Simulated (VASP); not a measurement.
# Co (P6_3/mmc) in VASP: a series of runs, part 2 of 2

VASP 6.6.1. Earlier steps stand in the parts before.

**3. Single point, PBE, collinear spin, ferromagnetic start**

This run uses another cell than the first one, of 10.12 Å³/atom.

File INCAR:

```
SYSTEM = Co
ALGO     = Normal         ! electronic algorithm
EDIFF    = 1E-6           ! SCF threshold, eV
ENCUT    = 520            ! plane-wave cutoff, eV
GGA      = PE             ! functional
ISIF     = 2              ! what is computed and relaxed
ISMEAR   = -1             ! smearing method
ISPIN    = 2              ! spin polarisation
LASPH    = .TRUE.         ! aspherical terms in the spheres
LCHARG   = .TRUE.         ! write CHGCAR
LELF     = .TRUE.         ! ELF
LMAXMIX  = 4              ! l up to which the mixer works
LORBIT   = 11             ! projections on sites
LREAL    = .FALSE.        ! projectors in reciprocal space
LVHAR    = .TRUE.       
LWAVE    = .FALSE.        ! write WAVECAR
MAGMOM   = 2.5 2.5 2.5 2.5 ! initial moments
NBANDS   = 30             ! bands
NELM     = 150            ! most SCF steps
PREC     = Accurate       ! precision mode
SIGMA    = 0.15           ! smearing width, eV
```

File KPOINTS:

```
k-points
0
G
  11 11 3
  0 0 0
```

File POSCAR:

```
Co
1.0
    2.4258358706      0.0000000000      0.0000000000
   -1.2129179353      2.1008354863      0.0000000000
    0.0000000000      0.0000000000      7.9418081510
Co
4
Direct
    0.0000000000      0.0000000000      0.0000000000
    0.3333333333      0.6666666667      0.2500000000
    0.0000000000      0.0000000000      0.5000000000
    0.6666666667      0.3333333333      0.7500000000
```

Potentials or basis: VASP PAW PBE potentials, release 64 (Co).

Started as:

```
cat potpaw_PBE.64/Co/POTCAR > POTCAR
mpirun -np 1 vasp_std > vasp.out
```

Run time: 1.7 min. Hardware: 1 thread of Intel Xeon Platinum 8488C (Sapphire Rapids), shared host; peak memory 0.19 GiB.

Results (log left out):

* Free energy: -28.1174 eV
* Pressure: 17.3 GPa
* Net moment: 6.11 μB per cell
* Site moments: Co +1.53, +1.54 (each value once) μB
* Valence electrons inside the program's atomic spheres: Co 8.42

Stress tensor (GPa, compression positive):
```
18.22  0.00  0.00
 0.00 18.22  0.00
 0.00  0.00 15.32
```

Levels at points of the mesh, in eV from the Fermi level:
Spin up:
| k point | band 17 | band 18 | band 19 | band 20 | band 21 | band 22 | band 23 | band 24 | band 25 | band 26 |
| --- | --- | --- | --- | --- | --- | --- | --- | --- | --- | --- |
| (0.00, 0.00, 0.00) | -1.78 | -1.41 | -1.41 | -1.09 | -1.09 | -0.65 | -0.65 | -0.32 | 6.79 | 15.47 |
Spin down:
| k point | band 10 | band 11 | band 12 | band 13 | band 14 | band 15 | band 16 | band 17 | band 18 | band 19 |
| --- | --- | --- | --- | --- | --- | --- | --- | --- | --- | --- |
| (0.00, 0.00, 0.00) | -1.28 | -1.28 | -0.98 | -0.98 | -0.92 | -0.92 | -0.34 | 0.00 | 0.00 | 0.39 |

Caveat: the cell stands under pressure.

**4. Single point, PBE, collinear spin, ferromagnetic start**

This run uses another cell than the first one, of 10.40 Å³/atom.

File INCAR:

```
PREC = Accurate
ENCUT = 520
EDIFF = 1E-6
ISMEAR = -1
SIGMA = 0.15
LREAL = F
LASPH = T
NELM = 150
ALGO = Normal
ISIF = 2
LWAVE = F
LCHARG = T
ISPIN = 2
MAGMOM = 2.5 2.5 2.5 2.5
LORBIT = 11
LMAXMIX = 4
GGA = PE
LELF = T
LVHAR = T
NBANDS = 30
```

File KPOINTS:

```
Automatic mesh
0
Gamma
  11 11 3
```

File POSCAR:

```
Co
1.0
    2.4484030816      0.0000000000      0.0000000000
   -1.2242015408      2.1203792643      0.0000000000
    0.0000000000      0.0000000000      8.0156896787
Co
4
Direct
    0.0000000000      0.0000000000      0.0000000000
    0.3333333333      0.6666666667      0.2500000000
    0.0000000000      0.0000000000      0.5000000000
    0.6666666667      0.3333333333      0.7500000000
```

Started as:

```
cat potpaw_PBE.64/Co/POTCAR > POTCAR
mpirun -np 1 vasp_std > vasp.out
```

Run time: 94 s. Hardware: 1 thread of Intel Xeon Platinum 8488C (Sapphire Rapids), shared host; peak memory 0.19 GiB.

Results (log left out):

* Free energy: -28.2128 eV
* Pressure: 9.7 GPa
* Net moment: 6.20 μB per cell
* Site moments: Co +1.55, +1.57 (each value once) μB
* Valence electrons inside the program's atomic spheres: Co 8.36

Stress tensor (GPa, compression positive):
```
10.55  0.00  0.00
 0.00 10.55  0.00
 0.00  0.00  8.13
```

Levels at points of the mesh, in eV from the Fermi level:
Spin up:
```tsv
k point	band 17	band 18	band 19	band 20	band 21	band 22	band 23	band 24	band 25	band 26
(0.00, 0.00, 0.00)	-1.79	-1.43	-1.43	-1.13	-1.13	-0.71	-0.71	-0.30	6.52	15.14
```
Spin down:
| k point | band 11 | band 12 | band 13 | band 14 | band 15 | band 16 | band 17 | band 18 |
| --- | --- | --- | --- | --- | --- | --- | --- | --- |
| (0.00, 0.00, 0.00) | -1.21 | -0.93 | -0.93 | -0.88 | -0.88 | -0.34 | 0.02 | 0.02 |

Caveat: the cell stands under pressure.

**5. Single point, PBE, collinear spin, ferromagnetic start**

This run uses another cell than the first one, of 10.69 Å³/atom.

File INCAR:

```
SYSTEM = Co
PREC     = Accurate       ! precision mode
ENCUT    = 520            ! plane-wave cutoff, eV
EDIFF    = 1E-7           ! SCF threshold, eV
ISMEAR   = -1             ! smearing method
SIGMA    = 0.15           ! smearing width, eV
LREAL    = .False.        ! projectors in reciprocal space
LASPH    = .True.         ! aspherical terms in the spheres
NELM     = 150            ! most SCF steps
ALGO     = Normal         ! electronic algorithm
ISIF     = 2              ! what is computed and relaxed
LWAVE    = .False.        ! write WAVECAR
LCHARG   = .True.         ! write CHGCAR
ISPIN    = 2              ! spin polarisation
MAGMOM   = 2.5 2.5 2.5 2.5 ! initial moments
LORBIT   = 11             ! projections on sites
LMAXMIX  = 4              ! l up to which the mixer works
GGA      = PE             ! functional
LELF     = .True.         ! ELF
LVHAR    = .True.       
NBANDS   = 30             ! bands
```

File KPOINTS:

```
regular mesh
0
Gamma
  11 11 3
  0 0 0
```

File POSCAR:

```
Co
1.0
    2.4705617800      0.0000000000      0.0000000000
   -1.2352808900      2.1395692600      0.0000000000
    0.0000000000      0.0000000000      8.0882338000
Co
4
Direct
    0.0000000000      0.0000000000      0.0000000000
    0.3333333333      0.6666666667      0.2500000000
    0.0000000000      0.0000000000      0.5000000000
    0.6666666667      0.3333333333      0.7500000000
```

Started as:

```
cat potpaw_PBE.64/Co/POTCAR > POTCAR
mpirun -np 1 vasp_std > vasp.out
```

It took 85 s on 1 thread of Intel Xeon Platinum 8488C (Sapphire Rapids), shared host; peak memory 0.19 GiB.

The run converged. Its results:

```yaml
Free_energy: -28.2586 eV
Pressure: 3.3 GPa
Net_moment: 6.29 μB per cell
Site_moments: Co +1.58, +1.59 (each value once) μB
Valence_electrons_inside_the_program's_atomic_spheres: Co 8.30
```

Stress tensor (GPa, compression positive):
```
3.97 0.00 0.00
0.00 3.97 0.00
0.00 0.00 1.98
```

Levels at points of the mesh, in eV from the Fermi level:
Spin up:
```
           k point  band 18  band 19  band 20  band 21  band 22  band 23  band 24  band 25
(0.00, 0.00, 0.00)    -1.46    -1.46    -1.16    -1.16    -0.76    -0.76    -0.29     6.27
```
Spin down:
```tsv
k point	band 10	band 11	band 12	band 13	band 14	band 15	band 16	band 17	band 18	band 19
(0.00, 0.00, 0.00)	-1.16	-1.16	-0.88	-0.88	-0.83	-0.83	-0.33	0.04	0.04	0.39
```

Caveat: the cell stands under pressure.

**6. Single point, PBE, collinear spin, ferromagnetic start**

This run uses another cell than the first one, of 10.97 Å³/atom.

File INCAR:

```
  ALGO = Normal
  EDIFF = 1E-6
  ENCUT = 520
  GGA = PE
  ISIF = 2
  ISMEAR = -1
  ISPIN = 2
  LASPH = True
  LCHARG = False
  LMAXMIX = 4
  LORBIT = 11
  LREAL = False
  LWAVE = False
  MAGMOM = 2.5 2.5 2.5 2.5
  NBANDS = 30
  NELM = 150
  PREC = Accurate
  SIGMA = 0.15
```

File KPOINTS:

```
k-points
0
Gamma
  11 11 3
```

File POSCAR:

```
Co
1.0
    2.4923299658      0.0000000000      0.0000000000
   -1.2461649829      2.1584210618      0.0000000000
    0.0000000000      0.0000000000      8.1594994438
Co
4
Direct
    0.0000000000      0.0000000000      0.0000000000
    0.3333333333      0.6666666667      0.2500000000
    0.0000000000      0.0000000000      0.5000000000
    0.6666666667      0.3333333333      0.7500000000
```

Potentials or basis: VASP PAW PBE potentials, release 64 (Co).

Started as:

```
cat potpaw_PBE.64/Co/POTCAR > POTCAR
mpirun -np 1 vasp_std > vasp.out
```

Run time: 77 s. Hardware: 1 thread of Intel Xeon Platinum 8488C (Sapphire Rapids), shared host; peak memory 0.21 GiB.

It converged, with:

| Item | Value |
| --- | --- |
| Free energy | -28.2619 eV |
| Pressure | -2.3 GPa |
| Net moment | 6.38 μB per cell |
| Site moments | Co +1.61, +1.62 (each value once) μB |
| Valence electrons inside the program's atomic spheres | Co 8.25 |

Stress tensor (GPa, compression positive):
```
-1.71  0.00  0.00
 0.00 -1.71  0.00
 0.00  0.00 -3.34
```

Levels at points of the mesh, in eV from the Fermi level:
Spin up:
| k point | band 19 | band 20 | band 21 | band 22 | band 23 | band 24 |
| --- | --- | --- | --- | --- | --- | --- |
| (0.00, 0.00, 0.00) | -1.48 | -1.20 | -1.20 | -0.81 | -0.81 | -0.27 |
Spin down:
| k point | band 11 | band 12 | band 13 | band 14 | band 15 | band 16 | band 17 | band 18 |
| --- | --- | --- | --- | --- | --- | --- | --- | --- |
| (0.00, 0.00, 0.00) | -1.10 | -0.83 | -0.83 | -0.79 | -0.79 | -0.32 | 0.05 | 0.05 |

**7. The runs side by side**

| cell | gap on the mesh (eV) | pressure (GPa) | moment (μB) |
| --- | --- | --- | --- |
| a = 2.403, b = 2.403, c = 7.867 Å, angles 90.0, 90.0, 120.0°, 4 atoms | none | 26.0 | 6.00 |
| a = 2.426, b = 2.426, c = 7.942 Å, angles 90.0, 90.0, 120.0°, 4 atoms | none | 17.3 | 6.11 |
| a = 2.448, b = 2.448, c = 8.016 Å, angles 90.0, 90.0, 120.0°, 4 atoms | none | 9.7 | 6.20 |
| a = 2.471, b = 2.471, c = 8.088 Å, angles 90.0, 90.0, 120.0°, 4 atoms | none | 3.3 | 6.29 |
| a = 2.492, b = 2.492, c = 8.159 Å, angles 90.0, 90.0, 120.0°, 4 atoms | none | -2.3 | 6.38 |

Alike in all rows: task single point; level PBE; potentials or basis VASP PAW PBE potentials, release 64 (Co); spin collinear, ferromagnetic start; k mesh 11 × 11 × 3; cutoff (eV) 520; smearing fermi-dirac 0.15 eV.

Caveats: the cell stands under pressure (at least some runs).

Total energies depend on the potentials used, so only differences within one code and one set of settings carry meaning.
